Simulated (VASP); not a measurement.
Write the native input for VASP 6.6.1 that does the following.

* Task: single point
* Functional: PBE
* Potentials or basis: VASP PAW PBE potentials, release 64 (Fe, Pt)
* Cutoff: 520 eV
* k mesh: 12 × 12 × 9
* Occupations: fermi-dirac, width 0.05 eV
* Spin: collinear spin, ferromagnetic start
* Starting moments: [3.0, 0.0] μB
* Dipole correction: no
* Further INCAR settings: ALGO = Normal; EDIFF = 1e-06; NBANDS = 20

The structure of FePt lies in POSCAR:

```
FePt
1.0
    2.7396787248      0.0000000000      0.0000000000
    0.0000000000      2.7396787248      0.0000000000
    0.0000000000      0.0000000000      3.7245040254
Fe Pt
1 1
Direct
    0.5000000000      0.5000000000      0.5000000000
    0.0000000000      0.0000000000      0.0000000000
```

The input as run:

INCAR

```
ALGO     = Normal         # electronic algorithm
EDIFF    = 1E-6           # SCF threshold, eV
ENCUT    = 520            # plane-wave cutoff, eV
GGA      = PE             # functional
ISIF     = 2              # what is computed and relaxed
ISMEAR   = -1             # smearing method
ISPIN    = 2              # spin polarisation
LASPH    = T              # aspherical terms in the spheres
LCHARG   = T              # write CHGCAR
LELF     = T              # ELF
LMAXMIX  = 4              # l up to which the mixer works
LORBIT   = 11             # projections on sites
LREAL    = F              # projectors in reciprocal space
LVHAR    = T            
LWAVE    = F              # write WAVECAR
MAGMOM   = 3 0            # initial moments
NBANDS   = 20             # bands
NELM     = 150            # most SCF steps
PREC     = Accurate       # precision mode
SIGMA    = 0.05           # smearing width, eV
```

KPOINTS

```
k-points
0
Gamma
  12 12 9
```

Potentials or basis: VASP PAW PBE potentials, release 64 (Fe, Pt).

The run is started by

```bash
$ cat potpaw_PBE.64/Fe/POTCAR potpaw_PBE.64/Pt/POTCAR > POTCAR
$ mpirun -np 1 vasp_std > vasp.out
```

It gave:

The pressure is 0.4 GPa. The net moment is 3.31 μB per cell and the site moments are Fe +2.95; Pt +0.34 μB. The valence electrons inside the program's atomic spheres are Fe 6.96; Pt 9.40.

Run time: 93 s on 1 thread of Intel(R) Xeon(R) Platinum 8488C (Sapphire Rapids) (shared host), peak memory 0.24 GiB.
